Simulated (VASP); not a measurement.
# ZnS (F-43m) in VASP: further runs

The runs below take ZnS through single point, with LDA.

Everything below comes from runs of VASP 6.6.1. Logs are shortened: lines on timing, memory, paths and dates and some standing lists are left out, and cuts for length are marked.

## Step 1: The cell of the first run

The structure is cubic, space group F-43m (No. 216). The conventional cell has a = 5.409 Å, b = 5.409 Å, c = 5.409 Å, α = 90.00°, β = 90.00°, γ = 90.00°. Within 3.1 Å of Zn (site symmetry -43m) lie 4 S at 2.34 Å. S (site symmetry -43m) has 4 Zn at 2.34 Å within 3.1 Å.

## Step 2: Single point, LDA

Input file INCAR:

```
SYSTEM = ZnS
PREC     = Accurate       ! precision mode
ENCUT    = 520            ! plane-wave cutoff, eV
EDIFF    = 1E-6           ! SCF threshold, eV
ISMEAR   = 0              ! smearing method
SIGMA    = 0.05           ! smearing width, eV
LREAL    = .FALSE.        ! projectors in reciprocal space
LASPH    = .TRUE.         ! aspherical terms in the spheres
NELM     = 100            ! most SCF steps
ALGO     = Normal         ! electronic algorithm
ISIF     = 2              ! what is computed and relaxed
LWAVE    = .FALSE.        ! write WAVECAR
LCHARG   = .FALSE.        ! write CHGCAR
GGA      = CA             ! functional
NBANDS   = 36             ! bands
```

Input file KPOINTS:

```
regular mesh
0
G
  8 8 3
  0 0 0
```

Input file POSCAR:

```
ZnS
1.0
    2.7046500000     -2.7046500000      0.0000000000
    2.7046500000      0.0000000000     -2.7046500000
    5.4093000000      5.4093000000      5.4093000000
Zn S
3 3
Direct
    0.6666666667      0.6666666667      0.3333333333
    0.0000000000      0.0000000000      0.0000000000
    0.3333333333      0.3333333333      0.6666666667
    0.6666666667      0.6666666667      0.0833333333
    1.0000000000      1.0000000000      0.7500000000
    0.3333333333      0.3333333333      0.4166666667
```

Potentials or basis: VASP PAW LDA potentials, release 64 (Zn, S).

On the command line:

```bash
$ cat potpaw_LDA.64/Zn/POTCAR potpaw_LDA.64/S/POTCAR > POTCAR
$ mpirun -np 1 vasp_std > vasp.out
```

OUTCAR:

```text
SYSTEM = ZnS
   PREC = Accurate
   ENCUT = 520
   EDIFF = 1E-6
   ISMEAR = 0
   LREAL = .FALSE.
   LASPH = .TRUE.
   NELM = 100
   ISIF = 2
   GGA = CA

 ion  position               nearest neighbor table
   1  0.667  0.667  0.333-   6 2.34   6 2.34   4 2.34   6 2.34
   2  0.000  0.000  0.000-   4 2.34   4 2.34   4 2.34   5 2.34
   3  0.333  0.333  0.667-   5 2.34   5 2.34   5 2.34   6 2.34
   4  0.667  0.667  0.083-   2 2.34   1 2.34   2 2.34   2 2.34
   5  0.000  0.000  0.750-   3 2.34   2 2.34   3 2.34   3 2.34
   6  0.333  0.333  0.417-   3 2.34   1 2.34   1 2.34   1 2.34

  LATTYP: Found a hexagonal cell.
 ALAT       =     3.8249527115
 C/A-ratio  =     2.4494897428

  Lattice vectors:

 A1 = (  -2.7046500000,   0.0000000000,   2.7046500000)
 A2 = (   2.7046500000,  -2.7046500000,   0.0000000000)
 A3 = (   5.4093000000,   5.4093000000,   5.4093000000)

Analysis of symmetry for initial positions (statically):
=====================================================================
 Subroutine PRICEL returns following result:

  LATTYP: Found a face centered cubic cell.
 ALAT       =     5.4092999997

  Lattice vectors:

 A1 = (  -2.7046500000,  -2.7046499997,   0.0000000003)
 A2 = (   0.0000000000,  -2.7046499992,   2.7046500008)
 A3 = (  -2.7046500000,   0.0000000000,   2.7046500000)

   3 primitive cells build up your supercell.

 Routine SETGRP: Setting up the symmetry group for a
 hexagonal supercell.

 Subroutine GETGRP returns: Found  6 space group operations
 (whereof  6 operations were pure point group operations)
 out of a pool of 24 trial point group operations.

The static configuration has the point symmetry C_3v.

Analysis of symmetry for dynamics (positions and initial velocities):
=====================================================================
 Subroutine PRICEL returns following result:

  LATTYP: Found a face centered cubic cell.
 ALAT       =     5.4092999997

  Lattice vectors:

 A1 = (  -2.7046500000,  -2.7046499997,   0.0000000003)
 A2 = (   0.0000000000,  -2.7046499992,   2.7046500008)
 A3 = (  -2.7046500000,   0.0000000000,   2.7046500000)

   3 primitive cells build up your supercell.

 Routine SETGRP: Setting up the symmetry group for a
[... 95 lines left out ...]
 SYSTEM =  ZnS
   PREC   = accura    normal or accurate (medium, high low for compatibility)
   ISTART =      0    job   : 0-new  1-cont  2-samecut
   ICHARG =      2    charge: 1-file 2-atom 10-const
   ISPIN  =      1    spin polarized calculation?
   LNONCOLLINEAR =      F non collinear calculations
   LSORBIT =      F    spin-orbit coupling
   LASPH  =      T    aspherical Exc in radial PAW
   ENCUT  =  520.0 eV  38.22 Ry    6.18 a.u.   7.11  7.11 17.42*2*pi/ulx,y,z
   NELM   =    100;   NELMIN=  2; NELMDL= -5     # of ELM steps
   EDIFF  = 0.1E-05   stopping-criterion for ELM
   LREAL  =      F    real-space projection
   EDIFFG = 0.1E-04   stopping-criterion for IOM
   NSW    =      0    number of steps for IOM
   IBRION =     -1    ionic relax: 0-MD 1-quasi-New 2-CG
   NFREE  =      0    steps in history (QN), initial steepest desc. (CG)
   ISIF   =      2    stress and relaxation
   ISYM   =      2    0-nonsym 1-usesym 2-fastsym
   POTIM  = 0.5000    time-step for ionic-motion
   TEBEG  =    0.0;   TEEND  =   0.0 temperature during run
   PSTRESS=    0.0 pullay stress
   NELECT =      54.0000    total number of electrons
   NUPDOWN=      -1.0000    fix difference up-down
   EMIN   =  10.00;   EMAX   =-10.00  energy-range for DOS
   EFERMI =   0.00;   METHOD = LEGACY
   ISMEAR =     0;   SIGMA  =   0.05  broadening in eV -4-tet -1-fermi 0-gaus
   EFERMI_NEDOS =   21; number of points for ismear=-14 and -15
   IALGO  =     38    algorithm
   IMIX   =      4    mixing-type and parameters
     AMIX     =   0.40;   BMIX     =  1.00
     AMIX_MAG =   1.60;   BMIX_MAG =  1.00
  volume/ion in A,a.u.               =      19.78       133.51
  Fermi-wavevector in a.u.,A,eV,Ry     =   1.259055  2.379268 21.568210  1.585219
  Thomas-Fermi vector in A             =   2.392634
   LORBIT       =      0    0 simple, 1 ext, 2 COOP (PROOUT), +10 PAW based schemes
   GGA     = CA    functional components
   LHFCALC =     F    Hartree Fock is set to
   AEXX    =    0.0000 exact exchange contribution
   IVDW    =     0    specifies the selected vdW correction
   LEPSILON=     F    determine dielectric tensor
   LRPA    =     F    only Hartree local field effects (RPA)
 non-spin polarized calculation
 Gauss-broadening in eV      SIGMA  =   0.05
  energy-cutoff  :      520.00
  volume of cell :      118.71
 maximum number of plane-waves:      3248
   NGX = 15   NGY = 15   NGZ = 35

 number of electron      54.0000000 magnetization

 Free energy of the ion-electron system (eV)
  ---------------------------------------------------
  ext. energy  EPLUGINS =         0.00000000
  ---------------------------------------------------
  free energy    TOTEN  =       -24.52115045 eV

  energy without entropy =      -24.52115045  energy(sigma->0) =      -24.52115045

 E-fermi :   2.1560     XC(G=0): -10.0257

 val. band max:        1.8973693915   @ k =   0.0000   0.0000   0.0000
 cond. band min:       3.7732810391   @ k =   0.0000   0.0000   0.0000
 fundamental gap:      1.8759116477
 Fermi energy:         2.1559925151

 k-point     1 :       0.0000    0.0000    0.0000
  band No.  band energies     occupation
      1     -11.1907      2.00000
      2     -10.5161      2.00000
      3     -10.5161      2.00000
      4      -4.5878      2.00000
      5      -4.5878      2.00000
      6      -4.5878      2.00000
[... 925 lines left out ...]
     35       9.5045      0.00000
     36       9.6345      0.00000

 [... further k-points ...]
[... 5 lines left out ...]
  --------------------------------------------------------------------------------------
  -------------------------------------------------------------------------------------
  Total       -3.3473514     -3.3473514     -3.3473514     -0.0011771     -0.0011771     -0.0011771
  in kB      -45.1780433    -45.1780433    -45.1780433     -0.0158864     -0.0158864     -0.0158864
  external PRESSURE =     -45.1780433 kB  Pullay stress =       0.0000000 kB

 VOLUME and BASIS-vectors are now :
 -----------------------------------------------------------------------------
  energy-cutoff  :      520.00
  volume of cell :      118.71
      direct lattice vectors                 reciprocal lattice vectors
     2.704650000 -2.704650000  0.000000000     0.123244536 -0.246489071  0.123244536
     2.704650000  0.000000000 -2.704650000     0.123244536  0.123244536 -0.246489071
     5.409300000  5.409300000  5.409300000     0.061622268  0.061622268  0.061622268

 POSITION                                       TOTAL-FORCE (eV/Angst)
 -----------------------------------------------------------------------------------
      5.40930     -0.00000     -0.00000        -0.000079     -0.000079     -0.000079
      0.00000      0.00000      0.00000        -0.000079     -0.000079     -0.000079
      5.40930      2.70465      2.70465        -0.000079     -0.000079     -0.000079
      4.05697     -1.35233     -1.35233         0.000079      0.000079      0.000079
      4.05697      4.05697      4.05697         0.000079      0.000079      0.000079
      4.05697      1.35233      1.35233         0.000079      0.000079      0.000079
 -----------------------------------------------------------------------------------
    total drift:                               -0.000070     -0.000070     -0.000070

  FREE ENERGIE OF THE ION-ELECTRON SYSTEM (eV)
  ---------------------------------------------------
  free  energy   TOTEN  =       -24.5211504504 eV

  energy  without entropy=      -24.5211504504  energy(sigma->0) =      -24.52115045
```

It used 180 s of CPU time on 1 thread of AMD EPYC 7R13 Processor (Zen 3) (shared host).

What came out:

| Property | Result |
| --- | --- |
| Free energy | -24.5212 eV |
| Pressure | -4.5 GPa |
| Band gap on the k mesh | 1.88 eV |

Expect the measured gap to be larger: semilocal functionals such as LDA lack the derivative discontinuity.

## Step 3: Single point, LDA

This run uses another cell than the first one: it holds 2 atoms, not 6.

Input file INCAR:

```
SYSTEM = ZnS
ALGO = Normal ; EDIFF = 1E-6
ENCUT = 520 ; ISIF = 2
ISMEAR = 0 ; LASPH = .TRUE.
LCHARG = .FALSE. ; LREAL = .FALSE.
LWAVE = .FALSE. ; NBANDS = 16
NELM = 80 ; PREC = Accurate
SIGMA = 0.05
```

Input file KPOINTS:

```
k-points
0
G
  10 10 10
  0 0 0
```

Input file POSCAR:

```
ZnS
1.0
    0.0000000000      2.7046500000      2.7046500000
    2.7046500000      0.0000000000      2.7046500000
    2.7046500000      2.7046500000      0.0000000000
Zn S
1 1
Direct
    0.0000000000      0.0000000000      0.0000000000
    0.7500000000      0.7500000000      0.7500000000
```

Potentials or basis: VASP PAW LDA potentials, release 64 (Zn, S).

On the command line:

```bash
$ cat potpaw_LDA.64/Zn/POTCAR potpaw_LDA.64/S/POTCAR > POTCAR
$ mpirun -np 1 vasp_std > vasp.out
```

OUTCAR:

```text
SYSTEM = ZnS
   EDIFF = 1E-6
   ENCUT = 520
   ISIF = 2
   ISMEAR = 0
   LASPH = .TRUE.
   LREAL = .FALSE.
   NELM = 80
   PREC = Accurate

 ion  position               nearest neighbor table
   1  0.000  0.000  0.000-   2 2.34   2 2.34   2 2.34   2 2.34
   2  0.750  0.750  0.750-   1 2.34   1 2.34   1 2.34   1 2.34

  LATTYP: Found a face centered cubic cell.
 ALAT       =     5.4093000000

  Lattice vectors:

 A1 = (   0.0000000000,   2.7046500000,   2.7046500000)
 A2 = (   2.7046500000,   0.0000000000,   2.7046500000)
 A3 = (   2.7046500000,   2.7046500000,   0.0000000000)

Analysis of symmetry for initial positions (statically):
=====================================================================
 Subroutine PRICEL returns:
 Original cell was already a primitive cell.

 Routine SETGRP: Setting up the symmetry group for a
 face centered cubic supercell.

 Subroutine GETGRP returns: Found 24 space group operations
 (whereof 24 operations were pure point group operations)
 out of a pool of 48 trial point group operations.

The static configuration has the point symmetry T_d .

Analysis of symmetry for dynamics (positions and initial velocities):
=====================================================================
 Subroutine PRICEL returns:
 Original cell was already a primitive cell.

 Routine SETGRP: Setting up the symmetry group for a
 face centered cubic supercell.

 Subroutine GETGRP returns: Found 24 space group operations
 (whereof 24 operations were pure point group operations)
 out of a pool of 48 trial point group operations.

The dynamic configuration has the point symmetry T_d .

 Subroutine INISYM returns: Found 24 space group operations
 (whereof 24 operations are pure point group operations),
 and found     1 'primitive' translations

----------------------------------------------------------------------------------------

                                     Primitive cell

  volume of cell :      39.5697

  direct lattice vectors                    reciprocal lattice vectors
     0.000000000  2.704650000  2.704650000    -0.184866803  0.184866803  0.184866803
     2.704650000  0.000000000  2.704650000     0.184866803 -0.184866803  0.184866803
     2.704650000  2.704650000  0.000000000     0.184866803  0.184866803 -0.184866803

  length of vectors
     3.824952711  3.824952711  3.824952711     0.320198696  0.320198696  0.320198696

  position of ions in fractional coordinates (direct lattice)
     0.000000000  0.000000000  0.000000000
     0.750000000  0.750000000  0.750000000

  ion indices of the primitive-cell ions
   primitive index   ion index
                 1           1
                 2           2

----------------------------------------------------------------------------------------

 KPOINTS: k-points

Automatic generation of k-mesh.
 Grid dimensions read from file:
 generate k-points for:   10   10   10

 Generating k-lattice:

  Cartesian coordinates                     Fractional coordinates (reciprocal lattice)
    -0.018486680  0.018486680  0.018486680     0.100000000  0.000000000  0.000000000
     0.018486680 -0.018486680  0.018486680     0.000000000  0.100000000  0.000000000
     0.018486680  0.018486680 -0.018486680     0.000000000  0.000000000  0.100000000

  Length of vectors
     0.032019870  0.032019870  0.032019870

  Shift w.r.t. Gamma in fractional coordinates (k-lattice)
     0.000000000  0.000000000  0.000000000

 Subroutine IBZKPT returns following result:
 ===========================================

 Found     47 irreducible k-points:

 Following reciprocal coordinates:
            Coordinates               Weight
  0.000000  0.000000  0.000000      1.000000
  0.100000  0.000000  0.000000      8.000000
  0.200000  0.000000  0.000000      8.000000
  0.300000  0.000000  0.000000      8.000000
  0.400000  0.000000  0.000000      8.000000
  0.500000  0.000000  0.000000      4.000000
[... 16 lines left out ...]
  0.300000  0.300000  0.000000      6.000000
  0.400000  0.300000  0.000000     24.000000
 [... further k-points ...]
   k-points           NKPTS =     47   k-points in BZ     NKDIM =     47   number of bands    NBANDS=     16
   number of dos      NEDOS =    301   number of ions     NIONS =      2
   total plane-waves  NPLWV =  21952
   dimension x,y,z NGX =    28 NGY =   28 NGZ =   28
   dimension x,y,z NGXF=    56 NGYF=   56 NGZF=   56
   ions per type =               1   1
   NGX,Y,Z   is equivalent  to a cutoff of  12.17, 12.17, 12.17 a.u.
   NGXF,Y,Z  is equivalent  to a cutoff of  24.34, 24.34, 24.34 a.u.
 SYSTEM =  ZnS
   PREC   = accura    normal or accurate (medium, high low for compatibility)
   ISTART =      0    job   : 0-new  1-cont  2-samecut
   ICHARG =      2    charge: 1-file 2-atom 10-const
   ISPIN  =      1    spin polarized calculation?
   LNONCOLLINEAR =      F non collinear calculations
   LSORBIT =      F    spin-orbit coupling
   LASPH  =      T    aspherical Exc in radial PAW
   ENCUT  =  520.0 eV  38.22 Ry    6.18 a.u.   7.11  7.11  7.11*2*pi/ulx,y,z
   NELM   =     80;   NELMIN=  2; NELMDL= -5     # of ELM steps
   EDIFF  = 0.1E-05   stopping-criterion for ELM
   LREAL  =      F    real-space projection
   EDIFFG = 0.1E-04   stopping-criterion for IOM
   NSW    =      0    number of steps for IOM
   IBRION =     -1    ionic relax: 0-MD 1-quasi-New 2-CG
   NFREE  =      0    steps in history (QN), initial steepest desc. (CG)
   ISIF   =      2    stress and relaxation
   ISYM   =      2    0-nonsym 1-usesym 2-fastsym
   POTIM  = 0.5000    time-step for ionic-motion
   TEBEG  =    0.0;   TEEND  =   0.0 temperature during run
   PSTRESS=    0.0 pullay stress
   NELECT =      18.0000    total number of electrons
   NUPDOWN=      -1.0000    fix difference up-down
   EMIN   =  10.00;   EMAX   =-10.00  energy-range for DOS
   EFERMI =   0.00;   METHOD = LEGACY
   ISMEAR =     0;   SIGMA  =   0.05  broadening in eV -4-tet -1-fermi 0-gaus
   EFERMI_NEDOS =   21; number of points for ismear=-14 and -15
   IALGO  =     38    algorithm
   IMIX   =      4    mixing-type and parameters
     AMIX     =   0.40;   BMIX     =  1.00
     AMIX_MAG =   1.60;   BMIX_MAG =  1.00
  volume/ion in A,a.u.               =      19.78       133.51
  Fermi-wavevector in a.u.,A,eV,Ry     =   1.259055  2.379268 21.568210  1.585219
  Thomas-Fermi vector in A             =   2.392634
   LORBIT       =      0    0 simple, 1 ext, 2 COOP (PROOUT), +10 PAW based schemes
   GGA     = CA    functional components
   LHFCALC =     F    Hartree Fock is set to
   AEXX    =    0.0000 exact exchange contribution
   IVDW    =     0    specifies the selected vdW correction
   LEPSILON=     F    determine dielectric tensor
   LRPA    =     F    only Hartree local field effects (RPA)
 non-spin polarized calculation
 Gauss-broadening in eV      SIGMA  =   0.05
  energy-cutoff  :      520.00
  volume of cell :       39.57
 maximum number of plane-waves:      1090
   NGX = 15   NGY = 15   NGZ = 15

 number of electron      17.9999998 magnetization

 Free energy of the ion-electron system (eV)
  ---------------------------------------------------
  ext. energy  EPLUGINS =         0.00000000
  ---------------------------------------------------
  free energy    TOTEN  =        -8.17387784 eV

  energy without entropy =       -8.17387784  energy(sigma->0) =       -8.17387784

 E-fermi :   2.1425     XC(G=0): -10.0257

 val. band max:        1.8973238898   @ k =   0.0000   0.0000   0.0000
 cond. band min:       3.7732896213   @ k =   0.0000   0.0000   0.0000
 fundamental gap:      1.8759657315
 Fermi energy:         2.1425443239

 k-point     1 :       0.0000    0.0000    0.0000
  band No.  band energies     occupation
      1     -11.1908      2.00000
      2      -4.5876      2.00000
      3      -4.5876      2.00000
      4      -4.5876      2.00000
      5      -4.1097      2.00000
      6      -4.1097      2.00000
[... 8 lines left out ...]
     15      13.6467      0.00000
     16      13.6467      0.00000

 k-point     2 :       0.1000    0.0000    0.0000
  band No.  band energies     occupation
      1     -11.1139      2.00000
      2      -4.5874      2.00000
      3      -4.5741      2.00000
      4      -4.5741      2.00000
      5      -4.1109      2.00000
      6      -4.1109      2.00000
[... 8 lines left out ...]
     15      13.1655      0.00000
     16      13.9984      0.00000
[... 387 lines left out ...]
      5      -4.1396      2.00000
      6      -4.0612      2.00000
[... 8 lines left out ...]
     15      14.7374      0.00000
     16      18.2711      0.00000

 k-point    24 :       0.4000    0.3000    0.0000
  band No.  band energies     occupation
      1     -10.2128      2.00000
      2      -4.5952      2.00000
      3      -4.3493      2.00000
      4      -4.3408      2.00000
      5      -4.0823      2.00000
      6      -4.0536      2.00000
[... 8 lines left out ...]
     15      15.2770      0.00000
     16      17.5762      0.00000

 [... further k-points ...]
[... 5 lines left out ...]
  --------------------------------------------------------------------------------------
  -------------------------------------------------------------------------------------
  Total       -1.1194849     -1.1194849     -1.1194849      0.0000000      0.0000000     -0.0000000
  in kB      -45.3279009    -45.3279009    -45.3279009      0.0000000      0.0000000     -0.0000000
  external PRESSURE =     -45.3279009 kB  Pullay stress =       0.0000000 kB

 VOLUME and BASIS-vectors are now :
 -----------------------------------------------------------------------------
  energy-cutoff  :      520.00
  volume of cell :       39.57
      direct lattice vectors                 reciprocal lattice vectors
     0.000000000  2.704650000  2.704650000    -0.184866803  0.184866803  0.184866803
     2.704650000  0.000000000  2.704650000     0.184866803 -0.184866803  0.184866803
     2.704650000  2.704650000  0.000000000     0.184866803  0.184866803 -0.184866803

 POSITION                                       TOTAL-FORCE (eV/Angst)
 -----------------------------------------------------------------------------------
      0.00000      0.00000      0.00000        -0.000000     -0.000000     -0.000000
      4.05697      4.05697      4.05697         0.000000      0.000000      0.000000
 -----------------------------------------------------------------------------------
    total drift:                               -0.000000     -0.000000     -0.000000

  FREE ENERGIE OF THE ION-ELECTRON SYSTEM (eV)
  ---------------------------------------------------
  free  energy   TOTEN  =        -8.1738778359 eV

  energy  without entropy=       -8.1738778359  energy(sigma->0) =       -8.17387784
```

Run time: 35 s. Hardware: 1 thread of AMD EPYC 7R13, shared host; peak memory 0.13 GiB.

Results:

- Free energy: -8.1739 eV
- Pressure: -4.5 GPa
- Band gap on the k mesh: 1.88 eV, direct
